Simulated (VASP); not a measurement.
Wanted: the native input for a VASP 6.6.1 run.

- Task: single point
- Functional: PBE
- Potentials or basis: VASP PAW PBE potentials, release 64 (Fe)
- Cutoff: 520 eV
- k mesh: 11 × 11 × 11
- Occupations: fermi-dirac, width 0.05 eV
- Spin: collinear spin, ferromagnetic start
- Starting moments: [3.0] μB
- Dipole correction: no
- Further INCAR settings: ALGO = Normal; EDIFF = 1e-07; NBANDS = 14

The structure of Fe lies in POSCAR:

```
Fe
1.0
   -1.4718600000      1.4718600000      1.4430000000
    1.4718600000     -1.4718600000      1.4430000000
    1.4718600000      1.4718600000     -1.4430000000
Fe
1
Direct
    0.0000000000      0.0000000000      0.0000000000
```

These files were run (other wordings do the same):

INCAR

```
PREC     = Accurate       # precision mode
ENCUT    = 520            # plane-wave cutoff, eV
EDIFF    = 1E-7           # SCF threshold, eV
ISMEAR   = -1             # smearing method
SIGMA    = 0.05           # smearing width, eV
LREAL    = False          # projectors in reciprocal space
LASPH    = True           # aspherical terms in the spheres
NELM     = 150            # most SCF steps
ALGO     = Normal         # electronic algorithm
ISIF     = 2              # what is computed and relaxed
LWAVE    = False          # write WAVECAR
LCHARG   = True           # write CHGCAR
ISPIN    = 2              # spin polarisation
MAGMOM   = 3              # initial moments
LORBIT   = 11             # projections on sites
LMAXMIX  = 4              # l up to which the mixer works
GGA      = PE             # functional
LELF     = True           # ELF
LVHAR    = True         
NBANDS   = 14             # bands
```

KPOINTS

```
regular mesh
0
Gamma
  11 11 11
```

Potentials or basis: VASP PAW PBE potentials, release 64 (Fe).

Command:

```sh
$ cat potpaw_PBE.64/Fe/POTCAR > POTCAR
$ mpirun -np 1 vasp_std > vasp.out
```

It gave:

The pressure is -12.3 GPa. The net moment is 2.44 μB per cell. The site moments are Fe +2.45 μB and the valence electrons inside the program's atomic spheres are Fe 7.09.

Wall time 20 s on 1 thread of Intel(R) Xeon(R) 6975P-C (Granite Rapids) (shared host), peak memory 0.15 GiB.
